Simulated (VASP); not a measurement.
# NaF in VASP: settings compared

Aim: see how the results for NaF move with the level of theory and the settings. Levels: PBE, HSE06. Tasks: single point.

Program: VASP 6.6.1. These are calculated values, not measurements. Logs are shortened: lines on timing, memory, paths and dates and some standing lists are left out, and cuts for length are marked.

### Step 1. The cell of the first run

Symmetry: R3m, No. 160, trigonal system. The conventional cell has a = 3.580 Å, b = 3.580 Å, c = 8.900 Å, α = 90.00°, β = 90.00°, γ = 120.00°. Within 2.9 Å of Na (site symmetry 3m) lie 4 F at 2.20 to 2.21 Å. Within 2.9 Å of F (site symmetry 3m) lie 4 Na at 2.20 to 2.21 Å.

### Step 2. Single point, PBE (strain along [111] +1.5%)

Contents of INCAR:

```
ALGO     = Normal         # electronic algorithm
EDIFF    = 1E-6           # SCF threshold, eV
ENCUT    = 520            # plane-wave cutoff, eV
GGA      = PE             # functional
ISIF     = 2              # what is computed and relaxed
ISMEAR   = -1             # smearing method
LASPH    = True           # aspherical terms in the spheres
LCHARG   = False          # write CHGCAR
LREAL    = False          # projectors in reciprocal space
LWAVE    = False          # write WAVECAR
NBANDS   = 14             # bands
NELM     = 100            # most SCF steps
PREC     = Accurate       # precision mode
SIGMA    = 0.02           # smearing width, eV
```

Contents of KPOINTS:

```
k-points
0
Gamma
  8 8 8
```

Contents of POSCAR:

```
NaF
1.0
    0.0253126137      2.5565739816      2.5565739816
    2.5565739816      0.0253126137      2.5565739816
    2.5565739816      2.5565739816      0.0253126137
Na F
1 1
Direct
    0.0011103484      0.0011103484      0.0011103484
    0.2488896516      0.2488896516      0.2488896516
```

Potentials or basis: VASP PAW PBE potentials, release 64 (Na_pv, F).

The run is started by

```bash
> cat potpaw_PBE.64/Na_pv/POTCAR potpaw_PBE.64/F/POTCAR > POTCAR
> mpirun -np 1 vasp_std > vasp.out
```

OUTCAR:

```text
EDIFF = 1E-6
   ENCUT = 520
   GGA = PE
   ISIF = 2
   ISMEAR = -1
   LASPH = True
   LREAL = False
   NELM = 100
   PREC = Accurate

 ion  position               nearest neighbor table
   1  0.001  0.001  0.001-   2 2.20   2 2.20   2 2.20   2 2.21
   2  0.249  0.249  0.249-   1 2.20   1 2.20   1 2.20   1 2.21

  LATTYP: Found a trigonal (rhomboedric) cell.
 ALAT       =     3.6156302044
 COS(alpha) =     0.5098759986

  Lattice vectors:

 A1 = (   0.0253126137,   2.5565739816,   2.5565739816)
 A2 = (   2.5565739816,   0.0253126137,   2.5565739816)
 A3 = (   2.5565739816,   2.5565739816,   0.0253126137)

Analysis of symmetry for initial positions (statically):
=====================================================================
 Subroutine PRICEL returns:
 Original cell was already a primitive cell.

 Routine SETGRP: Setting up the symmetry group for a
 trigonal (rhombohedral) supercell.

 Subroutine GETGRP returns: Found  6 space group operations
 (whereof  6 operations were pure point group operations)
 out of a pool of 12 trial point group operations.

The static configuration has the point symmetry C_3v.

Analysis of symmetry for dynamics (positions and initial velocities):
=====================================================================
 Subroutine PRICEL returns:
 Original cell was already a primitive cell.

 Routine SETGRP: Setting up the symmetry group for a
 trigonal (rhombohedral) supercell.

 Subroutine GETGRP returns: Found  6 space group operations
 (whereof  6 operations were pure point group operations)
 out of a pool of 12 trial point group operations.

The dynamic configuration has the point symmetry C_3v.

 Subroutine INISYM returns: Found  6 space group operations
 (whereof  6 operations are pure point group operations),
 and found     1 'primitive' translations

----------------------------------------------------------------------------------------

                                     Primitive cell

  volume of cell :      32.9236

  direct lattice vectors                    reciprocal lattice vectors
     0.025312614  2.556573982  2.556573982    -0.198503031  0.196556923  0.196556923
     2.556573982  0.025312614  2.556573982     0.196556923 -0.198503031  0.196556923
     2.556573982  2.556573982  0.025312614     0.196556923  0.196556923 -0.198503031

  length of vectors
     3.615630204  3.615630204  3.615630204     0.341573859  0.341573859  0.341573859
[... 83 lines left out ...]
   EDIFFG = 0.1E-04   stopping-criterion for IOM
   NSW    =      0    number of steps for IOM
   IBRION =     -1    ionic relax: 0-MD 1-quasi-New 2-CG
   NFREE  =      0    steps in history (QN), initial steepest desc. (CG)
   ISIF   =      2    stress and relaxation
   ISYM   =      2    0-nonsym 1-usesym 2-fastsym
   POTIM  = 0.5000    time-step for ionic-motion
   TEBEG  =    0.0;   TEEND  =   0.0 temperature during run
   PSTRESS=    0.0 pullay stress
   NELECT =      14.0000    total number of electrons
   NUPDOWN=      -1.0000    fix difference up-down
   EMIN   =  10.00;   EMAX   =-10.00  energy-range for DOS
   EFERMI =   0.00;   METHOD = LEGACY
   ISMEAR =    -1;   SIGMA  =   0.02  broadening in eV -4-tet -1-fermi 0-gaus
   EFERMI_NEDOS =   21; number of points for ismear=-14 and -15
   IALGO  =     38    algorithm
   IMIX   =      4    mixing-type and parameters
     AMIX     =   0.40;   BMIX     =  1.00
     AMIX_MAG =   1.60;   BMIX_MAG =  1.00
  volume/ion in A,a.u.               =      16.46       111.09
  Fermi-wavevector in a.u.,A,eV,Ry     =   1.231067  2.326380 20.619997  1.515527
  Thomas-Fermi vector in A             =   2.365891
   LORBIT       =      0    0 simple, 1 ext, 2 COOP (PROOUT), +10 PAW based schemes
   GGA     = PE    functional components
   LHFCALC =     F    Hartree Fock is set to
   AEXX    =    0.0000 exact exchange contribution
   IVDW    =     0    specifies the selected vdW correction
   LEPSILON=     F    determine dielectric tensor
   LRPA    =     F    only Hartree local field effects (RPA)
 non-spin polarized calculation
  energy-cutoff  :      520.00
  volume of cell :       32.92
 maximum number of plane-waves:       905
   NGX = 13   NGY = 13   NGZ = 13

 number of electron      13.9999989 magnetization

 Free energy of the ion-electron system (eV)
  ---------------------------------------------------
  ext. energy  EPLUGINS =         0.00000000
  ---------------------------------------------------
  free energy    TOTEN  =        -8.38900229 eV

  energy without entropy =       -8.38900229  energy(sigma->0) =       -8.38900229

 E-fermi :  -2.8611     XC(G=0):  -7.6732

 val. band max:       -3.4224717811   @ k =   0.0000   0.0000   0.0000
 cond. band min:       2.1295028573   @ k =   0.0000   0.0000   0.0000
 fundamental gap:      5.5519746384
 Fermi energy:        -2.8611173009

 k-point     1 :       0.0000    0.0000    0.0000
  band No.  band energies     occupation
      1     -22.3351      2.00000
      2     -22.3351      2.00000
      3     -22.3337      2.00000
      4     -22.1642      2.00000
      5      -3.4523      2.00000
      6      -3.4225      2.00000
      7      -3.4225      2.00000
      8       2.1295      0.00000
      9      15.5078      0.00000
     10      15.8383      0.00000
     11      15.8383      0.00000
     12      17.1447      0.00000
     13      17.3857      0.00000
     14      17.3857      0.00000
[... 377 lines left out ...]
      1     -22.7839      2.00000
      2     -22.3519      2.00000
      3     -22.3419      2.00000
      4     -21.6657      2.00000
      5      -3.9997      2.00000
      6      -3.5536      2.00000
      7      -3.4412      2.00000
      8       4.3391      0.00000
      9      10.6427      0.00000
     10      12.5501      0.00000
     11      14.3389      0.00000
     12      17.2733      0.00000
     13      17.7193      0.00000
     14      18.4033      0.00000

 [... further k-points ...]
[... 5 lines left out ...]
  --------------------------------------------------------------------------------------
  -------------------------------------------------------------------------------------
  Total        0.2759561      0.2759561      0.2759561     -0.0292095     -0.0292095     -0.0292095
  in kB       13.4289964     13.4289964     13.4289964     -1.4214351     -1.4214351     -1.4214351
  external PRESSURE =      13.4289964 kB  Pullay stress =       0.0000000 kB

 VOLUME and BASIS-vectors are now :
 -----------------------------------------------------------------------------
  energy-cutoff  :      520.00
  volume of cell :       32.92
      direct lattice vectors                 reciprocal lattice vectors
     0.025312614  2.556573982  2.556573982    -0.198503031  0.196556923  0.196556923
     2.556573982  0.025312614  2.556573982     0.196556923 -0.198503031  0.196556923
     2.556573982  2.556573982  0.025312614     0.196556923  0.196556923 -0.198503031

 POSITION                                       TOTAL-FORCE (eV/Angst)
 -----------------------------------------------------------------------------------
      0.00571      0.00571      0.00571         0.000469      0.000469      0.000469
      1.27891      1.27891      1.27891        -0.000469     -0.000469     -0.000469
 -----------------------------------------------------------------------------------
    total drift:                               -0.000152     -0.000152     -0.000152

  FREE ENERGIE OF THE ION-ELECTRON SYSTEM (eV)
  ---------------------------------------------------
  free  energy   TOTEN  =        -8.3890022871 eV

  energy  without entropy=       -8.3890022871  energy(sigma->0) =       -8.38900229
```

It took 28 s on 1 thread of AMD EPYC 7R43 (Zen 3), shared host; peak memory 0.12 GiB.

Results:

```yaml
Free_energy: -8.3890 eV
Pressure: 1.3 GPa
Band_gap_on_the_k_mesh: 5.55 eV
```

Levels at points of the mesh, in eV from the valence-band top:
```csv
k point,band 5,band 6,band 7,band 8,band 9,band 10
"(0.00, 0.00, 0.00)",-0.03,0.00,0.00,5.55,18.93,19.26
"(0.50, 0.00, 0.00)",-0.84,-0.06,-0.05,9.90,10.81,16.92
"(0.50, 0.50, 0.00)",-0.78,-0.18,-0.16,9.89,11.91,16.06
"(0.50, 0.50, 0.50)",-0.85,-0.03,-0.03,9.80,10.73,17.18
```

Caveat: the cell differs from its parent crystal (strain along [111] +1.5%); the structure was generated, so it needn't be the stable form of NaF.

### Step 3. Single point, HSE06 (uniaxial z strain -0.5%)

Contents of POSCAR:

```
NaF
1.0
    0.0000000000      2.5312613679      2.5175925565
    2.5312613679      0.0000000000      2.5175925565
    2.5312613679      2.5312613679      0.0000000000
Na F
1 1
Direct
    0.0000000000      0.0000000000      0.0000000000
    0.2500000000      0.2500000000      0.2500000000
```

Contents of INCAR.step1:

```
PREC = Accurate
ENCUT = 520
EDIFF = 1E-5
ISMEAR = 0
SIGMA = 0.01
LREAL = F
LASPH = T
NELM = 100
ALGO = Normal
ISIF = 2
LWAVE = T
NBANDS = 14
GGA = PE
```

Contents of INCAR.step2:

```
PREC = Accurate
ENCUT = 520
EDIFF = 1E-6
ISMEAR = 0
SIGMA = 0.01
LREAL = F
LASPH = T
NELM = 100
ALGO = Normal
ISIF = 2
LWAVE = F
LCHARG = T
GGA = PE
LHFCALC = T
HFSCREEN = 0.2079
PRECFOCK = Normal
LELF = T
LVHAR = T
NBANDS = 14
ISTART = 1
```

Contents of KPOINTS:

```
Automatic mesh
0
Gamma
  6 6 6
```

Potentials or basis: VASP PAW PBE potentials, release 64 (Na_pv, F).

The run is started by

```bash
> cat potpaw_PBE.64/Na_pv/POTCAR potpaw_PBE.64/F/POTCAR > POTCAR
> cp INCAR.step1 INCAR
> mpirun -np 1 vasp_std > vasp.out
> cp INCAR.step2 INCAR
> mpirun -np 1 vasp_std > vasp.out
```

Wall time 22 min (1 thread of AMD EPYC 7R43 (Zen 3), shared host); peak memory 0.24 GiB.

The run converged. Its results:

| Property | Result |
| --- | --- |
| Free energy | -10.1136 eV |
| Pressure | 1.1 GPa |
| Band gap on the k mesh | 7.65 eV |

Levels at points of the mesh, in eV from the valence-band top:
```
           k point  band 5  band 6  band 7  band 8  band 9  band 10
(0.00, 0.00, 0.00)    0.00    0.00    0.00    7.65   21.68    21.68
(0.50, 0.00, 0.00)   -0.86   -0.05   -0.04   12.06   13.12    19.42
(0.50, 0.50, 0.00)   -0.79   -0.18   -0.18   12.03   14.22    18.66
(0.50, 0.00, 0.50)   -0.80   -0.17   -0.17   12.00   14.18    18.68
```

Caveat: the cell differs from its parent crystal (uniaxial z strain -0.5%); the structure was generated, so it needn't be the stable form of NaF; the PAW data sets were made with another functional, which shifts forces and pressure a little.
